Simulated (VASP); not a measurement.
# Ti (Fm-3m) in VASP: further runs, part 2 of 2

VASP 6.6.1. Earlier steps stand in the parts before.

## (3) Single point, RPBE (volume scaled by 1.04)

File INCAR:

```
SYSTEM = Ti
ALGO = Normal ; EDIFF = 1E-6
ENCUT = 520 ; GGA = RP
ISIF = 2 ; ISMEAR = -1
LASPH = .True. ; LCHARG = .False.
LREAL = .False. ; LWAVE = .False.
NBANDS = 12 ; NELM = 60
PREC = Accurate ; SIGMA = 0.1
```

File KPOINTS:

```
k-points
0
Gamma
  15 15 15
  0 0 0
```

File POSCAR:

```
Ti
1.0
    0.0000000000      2.1060039945      2.1060039945
    2.1060039945      0.0000000000      2.1060039945
    2.1060039945      2.1060039945      0.0000000000
Ti
1
Direct
    0.0000000000      0.0000000000      0.0000000000
```

Potentials or basis: VASP PAW PBE potentials, release 64 (Ti_sv).

Command:

```bash
$ cat potpaw_PBE.64/Ti_sv/POTCAR > POTCAR
$ mpirun -np 1 vasp_std > vasp.out
```

OUTCAR:

```text
SYSTEM = Ti
   EDIFF = 1E-6
   ENCUT = 520
   GGA = RP
   ISIF = 2
   ISMEAR = -1
   LASPH = .True.
   LREAL = .False.
   NELM = 60
   PREC = Accurate

 ion  position               nearest neighbor table
   1  0.000  0.000  0.000-

  LATTYP: Found a face centered cubic cell.
 ALAT       =     4.2120079890

  Lattice vectors:

 A1 = (   0.0000000000,   2.1060039945,   2.1060039945)
 A2 = (   2.1060039945,   0.0000000000,   2.1060039945)
 A3 = (   2.1060039945,   2.1060039945,   0.0000000000)

Analysis of symmetry for initial positions (statically):
=====================================================================
 Subroutine PRICEL returns:
 Original cell was already a primitive cell.

 Routine SETGRP: Setting up the symmetry group for a
 face centered cubic supercell.

 Subroutine GETGRP returns: Found 48 space group operations
 (whereof 48 operations were pure point group operations)
 out of a pool of 48 trial point group operations.

The static configuration has the point symmetry O_h .

Analysis of symmetry for dynamics (positions and initial velocities):
=====================================================================
 Subroutine PRICEL returns:
 Original cell was already a primitive cell.

 Routine SETGRP: Setting up the symmetry group for a
 face centered cubic supercell.

 Subroutine GETGRP returns: Found 48 space group operations
 (whereof 48 operations were pure point group operations)
 out of a pool of 48 trial point group operations.

The dynamic configuration has the point symmetry O_h .

 Subroutine INISYM returns: Found 48 space group operations
 (whereof 48 operations are pure point group operations),
 and found     1 'primitive' translations

----------------------------------------------------------------------------------------

                                     Primitive cell

  volume of cell :      18.6813

  direct lattice vectors                    reciprocal lattice vectors
     0.000000000  2.106003994  2.106003994    -0.237416454  0.237416454  0.237416454
     2.106003994  0.000000000  2.106003994     0.237416454 -0.237416454  0.237416454
     2.106003994  2.106003994  0.000000000     0.237416454  0.237416454 -0.237416454

  length of vectors
     2.978339411  2.978339411  2.978339411     0.411217360  0.411217360  0.411217360

  position of ions in fractional coordinates (direct lattice)
     0.000000000  0.000000000  0.000000000

  ion indices of the primitive-cell ions
   primitive index   ion index
                 1           1

----------------------------------------------------------------------------------------

 KPOINTS: k-points

Automatic generation of k-mesh.
 Grid dimensions read from file:
 generate k-points for:   15   15   15

 Generating k-lattice:

  Cartesian coordinates                     Fractional coordinates (reciprocal lattice)
    -0.015827764  0.015827764  0.015827764     0.066666667  0.000000000  0.000000000
     0.015827764 -0.015827764  0.015827764     0.000000000  0.066666667  0.000000000
     0.015827764  0.015827764 -0.015827764     0.000000000  0.000000000  0.066666667

  Length of vectors
     0.027414491  0.027414491  0.027414491

  Shift w.r.t. Gamma in fractional coordinates (k-lattice)
     0.000000000  0.000000000  0.000000000

 Subroutine IBZKPT returns following result:
 ===========================================

 Found    120 irreducible k-points:

 Following reciprocal coordinates:
            Coordinates               Weight
  0.000000  0.000000  0.000000      1.000000
  0.066667  0.000000  0.000000      8.000000
  0.133333  0.000000  0.000000      8.000000
  0.200000  0.000000  0.000000      8.000000
  0.266667  0.000000  0.000000      8.000000
  0.333333  0.000000  0.000000      8.000000
[... 16 lines left out ...]
  0.133333  0.133333  0.000000      6.000000
  0.200000  0.133333  0.000000     24.000000
 [... further k-points ...]
   k-points           NKPTS =    120   k-points in BZ     NKDIM =    120   number of bands    NBANDS=     12
   number of dos      NEDOS =    301   number of ions     NIONS =      1
   total plane-waves  NPLWV =  13824
   dimension x,y,z NGX =    24 NGY =   24 NGZ =   24
   dimension x,y,z NGXF=    48 NGYF=   48 NGZF=   48
   ions per type =               1
   NGX,Y,Z   is equivalent  to a cutoff of  13.40, 13.40, 13.40 a.u.
   NGXF,Y,Z  is equivalent  to a cutoff of  26.79, 26.79, 26.79 a.u.
 SYSTEM =  Ti
   PREC   = accura    normal or accurate (medium, high low for compatibility)
   ISTART =      0    job   : 0-new  1-cont  2-samecut
   ICHARG =      2    charge: 1-file 2-atom 10-const
   ISPIN  =      1    spin polarized calculation?
   LNONCOLLINEAR =      F non collinear calculations
   LSORBIT =      F    spin-orbit coupling
   LASPH  =      T    aspherical Exc in radial PAW
   ENCUT  =  520.0 eV  38.22 Ry    6.18 a.u.   5.54  5.54  5.54*2*pi/ulx,y,z
   NELM   =     60;   NELMIN=  2; NELMDL= -5     # of ELM steps
   EDIFF  = 0.1E-05   stopping-criterion for ELM
   LREAL  =      F    real-space projection
   EDIFFG = 0.1E-04   stopping-criterion for IOM
   NSW    =      0    number of steps for IOM
   IBRION =     -1    ionic relax: 0-MD 1-quasi-New 2-CG
   NFREE  =      0    steps in history (QN), initial steepest desc. (CG)
   ISIF   =      2    stress and relaxation
   ISYM   =      2    0-nonsym 1-usesym 2-fastsym
   POTIM  = 0.5000    time-step for ionic-motion
   TEBEG  =    0.0;   TEEND  =   0.0 temperature during run
   PSTRESS=    0.0 pullay stress
   NELECT =      12.0000    total number of electrons
   NUPDOWN=      -1.0000    fix difference up-down
   EMIN   =  10.00;   EMAX   =-10.00  energy-range for DOS
   EFERMI =   0.00;   METHOD = LEGACY
   ISMEAR =    -1;   SIGMA  =   0.10  broadening in eV -4-tet -1-fermi 0-gaus
   EFERMI_NEDOS =   21; number of points for ismear=-14 and -15
   IALGO  =     38    algorithm
   IMIX   =      4    mixing-type and parameters
     AMIX     =   0.40;   BMIX     =  1.00
     AMIX_MAG =   1.60;   BMIX_MAG =  1.00
  volume/ion in A,a.u.               =      18.68       126.07
  Fermi-wavevector in a.u.,A,eV,Ry     =   1.412536  2.669305 27.147116  1.995257
  Thomas-Fermi vector in A             =   2.534274
   LORBIT       =      0    0 simple, 1 ext, 2 COOP (PROOUT), +10 PAW based schemes
   GGA     = RP    functional components
   LHFCALC =     F    Hartree Fock is set to
   AEXX    =    0.0000 exact exchange contribution
   IVDW    =     0    specifies the selected vdW correction
   LEPSILON=     F    determine dielectric tensor
   LRPA    =     F    only Hartree local field effects (RPA)
 non-spin polarized calculation
  energy-cutoff  :      520.00
  volume of cell :       18.68
 maximum number of plane-waves:       531
 NGX is ok and might be reduce to    24
   NGX = 11   NGY = 11   NGZ = 11

 number of electron      11.9999999 magnetization

 Free energy of the ion-electron system (eV)
  ---------------------------------------------------
  ext. energy  EPLUGINS =         0.00000000
  ---------------------------------------------------
  free energy    TOTEN  =        -7.39957439 eV

  energy without entropy =       -7.33869098  energy(sigma->0) =       -7.36913268

 E-fermi :   7.5835     XC(G=0): -11.0519

 val. band max:        7.5500999083   @ k =   0.3333   0.0000   0.0000
 cond. band min:       7.5900978256   @ k =  -0.4000   0.3333   0.1333
 fundamental gap:      0.0399979173
 Fermi energy:         7.5834547968

 k-point     1 :       0.0000    0.0000    0.0000
  band No.  band energies     occupation
      1     -49.3977      2.00000
      2     -25.2632      2.00000
      3     -25.2632      2.00000
      4     -25.2632      2.00000
      5       1.6502      2.00000
      6       8.4198      0.00047
      7       8.4198      0.00047
      8       8.4198      0.00047
      9       9.9046      0.00000
     10       9.9046      0.00000
     11      22.3759      0.00000
     12      26.5418      0.00000

 k-point     2 :       0.0667    0.0000    0.0000
  band No.  band energies     occupation
      1     -49.3939      2.00000
      2     -25.2863      2.00000
      3     -25.2662      2.00000
      4     -25.2662      2.00000
      5       1.7846      2.00000
      6       8.3397      0.00104
      7       8.4666      0.00029
      8       8.4666      0.00029
      9       9.8754      0.00000
     10       9.8754      0.00000
     11      22.4562      0.00000
     12      25.4372      0.00000
[... 316 lines left out ...]
 k-point    24 :       0.2000    0.1333    0.0000
  band No.  band energies     occupation
      1     -49.3664      2.00000
      2     -25.4105      2.00000
      3     -25.3095      2.00000
      4     -25.3053      2.00000
      5       2.7959      2.00000
      6       7.7121      0.43291
      7       8.8180      0.00001
      8       8.8728      0.00001
      9       9.3266      0.00000
     10      10.1284      0.00000
     11      22.4828      0.00000
     12      23.3427      0.00000

 [... further k-points ...]
[... 5 lines left out ...]
  --------------------------------------------------------------------------------------
  -------------------------------------------------------------------------------------
  Total       -0.4513555     -0.4513555     -0.4513555      0.0000000      0.0000000      0.0000000
  in kB      -38.7098751    -38.7098751    -38.7098751      0.0000000      0.0000000      0.0000000
  external PRESSURE =     -38.7098751 kB  Pullay stress =       0.0000000 kB

 VOLUME and BASIS-vectors are now :
 -----------------------------------------------------------------------------
  energy-cutoff  :      520.00
  volume of cell :       18.68
      direct lattice vectors                 reciprocal lattice vectors
     0.000000000  2.106003994  2.106003994    -0.237416454  0.237416454  0.237416454
     2.106003994  0.000000000  2.106003994     0.237416454 -0.237416454  0.237416454
     2.106003994  2.106003994  0.000000000     0.237416454  0.237416454 -0.237416454

 POSITION                                       TOTAL-FORCE (eV/Angst)
 -----------------------------------------------------------------------------------
      0.00000      0.00000      0.00000         0.000000      0.000000      0.000000
 -----------------------------------------------------------------------------------
    total drift:                               -0.000000      0.000000      0.000000

  FREE ENERGIE OF THE ION-ELECTRON SYSTEM (eV)
  ---------------------------------------------------
  free  energy   TOTEN  =        -7.3995743915 eV

  energy  without entropy=       -7.3386909767  energy(sigma->0) =       -7.36913268
```

It took 7.6 s on 1 thread of Intel Xeon 6975P-C (Granite Rapids), shared host; peak memory 0.14 GiB.

What came out:

- Free energy: -7.3996 eV
- Pressure: -3.9 GPa
- Band gap on the k mesh: zero (band 6 reaches 8.42 eV, above the bottom of band 7 at 7.33 eV)

Levels at points of the mesh, in eV from the Fermi level:
| k point | band 4 | band 5 | band 6 | band 7 | band 8 | band 9 |
| --- | --- | --- | --- | --- | --- | --- |
| (0.00, 0.00, 0.00) | -32.85 | -5.93 | 0.84 | 0.84 | 0.84 | 2.32 |

Caveat: the PAW data sets were made with another functional, which shifts forces and pressure a little.

## (4) Single point, RPBE (volume scaled by 1.08)

File INCAR:

```
PREC = Accurate
ENCUT = 520
EDIFF = 1E-6
ISMEAR = -1
SIGMA = 0.1
LREAL = False
LASPH = True
NELM = 80
ALGO = Normal
ISIF = 2
LWAVE = False
LCHARG = False
GGA = RP
NBANDS = 12
```

File KPOINTS:

```
regular mesh
0
Gamma
  15 15 15
```

File POSCAR:

```
Ti
1.0
    0.0000000000      2.1326651032      2.1326651032
    2.1326651032      0.0000000000      2.1326651032
    2.1326651032      2.1326651032      0.0000000000
Ti
1
Direct
    0.0000000000      0.0000000000      0.0000000000
```

Command:

```bash
$ cat potpaw_PBE.64/Ti_sv/POTCAR > POTCAR
$ mpirun -np 1 vasp_std > vasp.out
```

Wall time 8 s (1 thread of Intel Xeon 6975P-C (Granite Rapids), shared host); peak memory 0.15 GiB.

It converged, with:

```
Free energy            : -7.3754 eV
Pressure               : -6.9 GPa
Band gap on the k mesh : zero (band 6 reaches 8.02 eV, above the bottom of band 7 at 6.97 eV)
```

Levels at points of the mesh, in eV from the Fermi level:
| k point | band 3 | band 4 | band 5 | band 6 | band 7 | band 8 | band 9 | band 10 |
| --- | --- | --- | --- | --- | --- | --- | --- | --- |
| (0.00, 0.00, 0.00) | -32.95 | -32.95 | -5.83 | 0.81 | 0.81 | 0.81 | 2.22 | 2.22 |

Caveat: the PAW data sets were made with another functional, which shifts forces and pressure a little.

## (5) Single point, RPBE (volume scaled by 1.12)

File INCAR:

```
  PREC = Accurate
  ENCUT = 520
  EDIFF = 1E-7
  ISMEAR = -1
  SIGMA = 0.1
  LREAL = False
  LASPH = True
  NELM = 60
  ALGO = Normal
  ISIF = 2
  LWAVE = False
  LCHARG = False
  GGA = RP
  NBANDS = 12
```

File KPOINTS:

```
Automatic mesh
0
Gamma
  15 15 15
```

File POSCAR:

```
Ti
1.0
    0.0000000000      2.1586757777      2.1586757777
    2.1586757777      0.0000000000      2.1586757777
    2.1586757777      2.1586757777      0.0000000000
Ti
1
Direct
    0.0000000000      0.0000000000      0.0000000000
```

Command:

```bash
$ cat potpaw_PBE.64/Ti_sv/POTCAR > POTCAR
$ mpirun -np 1 vasp_std > vasp.out
```

Wall time 9 s (1 thread of Intel Xeon 6975P-C (Granite Rapids), shared host); peak memory 0.15 GiB.

It converged, with:

```
Free energy            : -7.3388 eV
Pressure               : -9.4 GPa
Band gap on the k mesh : zero (band 6 reaches 7.65 eV, above the bottom of band 7 at 6.63 eV)
```

Levels at points of the mesh, in eV from the Fermi level:
```tsv
k point	band 3	band 4	band 5	band 6	band 7	band 8	band 9	band 10
(0.00, 0.00, 0.00)	-33.04	-33.04	-5.73	0.78	0.78	0.78	2.12	2.12
```

Caveat: the PAW data sets were made with another functional, which shifts forces and pressure a little.

## (6) Overview

```csv
cell,gap on the mesh (eV),pressure (GPa)
"a = 2.940 Å, angles 60.0°, 1 atom",none,-0.2
"a = 2.978 Å, angles 60.0°, 1 atom",none,-3.9
"a = 3.016 Å, angles 60.0°, 1 atom",none,-6.9
"a = 3.053 Å, angles 60.0°, 1 atom",none,-9.4
```

Alike in all rows: task single point; level RPBE; potentials or basis VASP PAW PBE potentials, release 64 (Ti_sv); no spin polarisation; k mesh 15 × 15 × 15; cutoff (eV) 520; smearing fermi-dirac 0.1 eV.

Caveats: the PAW data sets were made with another functional, which shifts forces and pressure a little.

Absolute energies hang on the potentials; compare differences alone.
